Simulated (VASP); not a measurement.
## SnPt3: single point with LDA

SnPt3:

```
CELL_PARAMETERS angstrom
3.91834 0.00000 0.00000
0.00000 3.91834 0.00000
0.00000 0.00000 3.91834
ATOMIC_POSITIONS crystal
Sn 0.00000 0.00000 0.00000
Pt 0.00000 0.50000 0.50000
Pt 0.50000 0.00000 0.50000
Pt 0.50000 0.50000 0.00000
```

This cell differs from its parent crystal: volume scaled by 0.94.

```yaml
Program: VASP 6.6.1
Task: single point
Functional: LDA
Potentials_or_basis: VASP PAW LDA potentials, release 64 (Sn_d, Pt)
Cutoff: 520 eV
k_mesh: 8 × 8 × 8
Occupations: fermi-dirac, width 0.05 eV
Spin: no spin polarisation
```

```json
{
  "Pressure": "13.9 GPa",
  "Band gap on the k mesh": "zero (band 22 reaches 13.22 eV, above the bottom of band 23 at 12.71 eV)"
}
```

Levels at points of the mesh, in eV from the Fermi level:
```
           k point  band 18  band 19  band 20  band 21  band 22  band 23  band 24  band 25  band 26  band 27
(0.00, 0.00, 0.00)    -1.50    -1.34    -1.33    -0.41     0.19     0.19     0.19     3.41     6.78     6.78
(0.50, 0.00, 0.00)    -2.76    -2.76    -2.61    -1.22     0.19     2.03     4.10     4.10     5.53     5.53
(0.50, 0.50, 0.00)    -3.05    -2.83    -2.30    -2.12    -1.69     1.03     1.03     5.33     7.15     7.99
(0.50, 0.50, 0.50)    -2.87    -2.29    -2.29    -1.00    -0.32    -0.32    -0.32     1.19     3.99     3.99
```

Run time: 30 s on 1 thread of Intel(R) Xeon(R) 6975P-C (Granite Rapids), with other jobs on the host, peak memory 0.18 GiB.

Caveat: spin-orbit coupling is left out, which moves the levels of the heavy elements.
